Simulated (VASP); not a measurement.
Here is a VASP 6.6.1 calculation.

Contents of INCAR:

```
SYSTEM = AlN
ALGO = Normal
EDIFF = 1E-6
ENCUT = 520
GGA = PE
ISIF = 2
ISMEAR = 0
LASPH = .True.
LCHARG = .False.
LREAL = .False.
LWAVE = .False.
NBANDS = 26
NELM = 100
PREC = Accurate
SIGMA = 0.05
```

The input KPOINTS:

```
k-points
0
Gamma
  6 6 6
  0 0 0
```

File POSCAR:

```
AlN
1.0
    4.4025164325      0.0000000000      0.0000000000
    0.0000000000     -4.4025164325      0.0000000000
    0.0000000000      0.0000000000     -4.4025164325
Al N
4 4
Direct
   -0.0809495713      0.0858599862     -0.0809495713
    0.5000000000      0.5000000000      0.0000000000
    0.5000000000      0.0000000000      0.5000000000
    0.0000000000      0.5000000000      0.5000000000
    0.7500000000      0.7500000000      0.7500000000
    0.2500000000      0.2500000000      0.7500000000
    0.2500000000      0.7500000000      0.2500000000
    0.7500000000      0.2500000000      0.2500000000
```

Potentials or basis: VASP PAW PBE potentials, release 64 (Al, N).

Command:

```console
$ cat potpaw_PBE.64/Al/POTCAR potpaw_PBE.64/N/POTCAR > POTCAR
$ mpirun -np 1 vasp_std > vasp.out
```

(1) Estimate the band gap on the k mesh.

(2) Predict the pressure.

(3) Predict the largest force.

Answers

(1) zero (bands 16 and 17 overlap by 0.10 eV).

(2) 5.3 GPa.

(3) 6.047 eV/Å.

Caveat: the cell differs from its parent crystal (atom 1 (Al) moved by -0.504 Å along [1 1 0] and -0.378 Å along [0 0 1]); the cell stands under pressure; semilocal functionals underestimate gaps, and a narrow one can read as zero; forces of over 1 eV/Å act on the atoms, so gaps and moduli don't describe the material at rest.
